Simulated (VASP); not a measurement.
A run of VASP 6.6.1 is set up as follows.

File POSCAR:

```
CaO
1.0
    0.0000000000      2.2530800000      2.6449200000
    2.2530800000      0.0000000000      2.6449200000
    2.2530800000      2.2530800000      0.0000000000
Ca O
1 1
Direct
    0.0000000000      0.0000000000      0.0000000000
    0.5000000000      0.5000000000      0.5000000000
```

The input INCAR.step1:

```
  PREC = Accurate
  ENCUT = 520
  ISMEAR = 0
  SIGMA = 0.05
  LREAL = F
  LASPH = T
  NELM = 60
  NBANDS = 15
  GGA = PE
  ALGO = Normal
  EDIFF = 1E-4
  LWAVE = T
  LCHARG = F
```

Contents of INCAR.step2:

```
  PREC = Accurate
  ENCUT = 520
  EDIFF = 1E-6
  ISMEAR = 0
  SIGMA = 0.05
  LREAL = F
  LASPH = T
  NELM = 60
  ALGO = Normal
  ISIF = 2
  LWAVE = F
  LCHARG = T
  METAGGA = R2SCAN
  LMIXTAU = T
  LELF = T
  LVHAR = T
  NBANDS = 15
  ISTART = 1
```

File KPOINTS:

```
regular mesh
0
Gamma
  8 8 8
```

Potentials or basis: VASP PAW PBE potentials, release 64 (Ca_sv, O).

The run is started by

```sh
$ cat potpaw_PBE.64/Ca_sv/POTCAR potpaw_PBE.64/O/POTCAR > POTCAR
$ cp INCAR.step1 INCAR
$ mpirun -np 1 vasp_std > vasp.out
$ cp INCAR.step2 INCAR
$ mpirun -np 1 vasp_std > vasp.out
```

(1) Estimate the pressure.

(2) What does it give for the band gap on the k mesh?

Results:

(1) 11.3 GPa.

(2) 4.01 eV, indirect (least direct gap 4.42 eV).

Caveat: the cell differs from its parent crystal (strain -0.080 along x and y, +0.080 along z); the PAW data sets were made with another functional, which shifts forces and pressure a little.
